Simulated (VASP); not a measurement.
Input of a VASP 6.6.1 run:

Contents of INCAR:

```
PREC = Accurate
ENCUT = 520
EDIFF = 1E-6
ISMEAR = 0
SIGMA = 0.05
LREAL = F
LASPH = T
NELM = 60
ALGO = Normal
ISIF = 2
LWAVE = F
LCHARG = F
GGA = PS
NBANDS = 16
```

The input KPOINTS:

```
Automatic mesh
0
Gamma
  12 12 4
```

POSCAR

```
BN
1.0
    2.4413919117      0.0000000000      0.0000000000
   -1.2206959559      2.1143074161      0.0000000000
    0.0000000000      0.0000000000      6.3281400000
B N
2 2
Direct
    0.3333333333      0.6666666667      0.2500000000
    0.6666666667      0.3333333333      0.7500000000
    0.3333333333      0.6666666667      0.7500000000
    0.6666666667      0.3333333333      0.2500000000
```

Potentials or basis: VASP PAW PBE potentials, release 64 (B, N).

Launch:

```bash
$ cat potpaw_PBE.64/B/POTCAR potpaw_PBE.64/N/POTCAR > POTCAR
$ mpirun -np 1 vasp_std > vasp.out
```

Q: Predict the band gap on the k mesh.

A: 4.18 eV, indirect (least direct gap 4.61 eV).

Q: What does it give for the pressure?

A: 22.9 GPa.

Stress tensor (GPa, compression positive):
```
33.04  0.00  0.00
 0.00 33.04  0.00
 0.00  0.00  2.53
```

Caveat: the cell differs from its parent crystal (strain -0.025 along x and y, -0.050 along z); the PAW data sets were made with another functional, which shifts forces and pressure a little; this functional lacks dispersion, which binds the layers, so the pressure and a relaxed spacing across them are unreliable. A k mesh can miss the band edges.
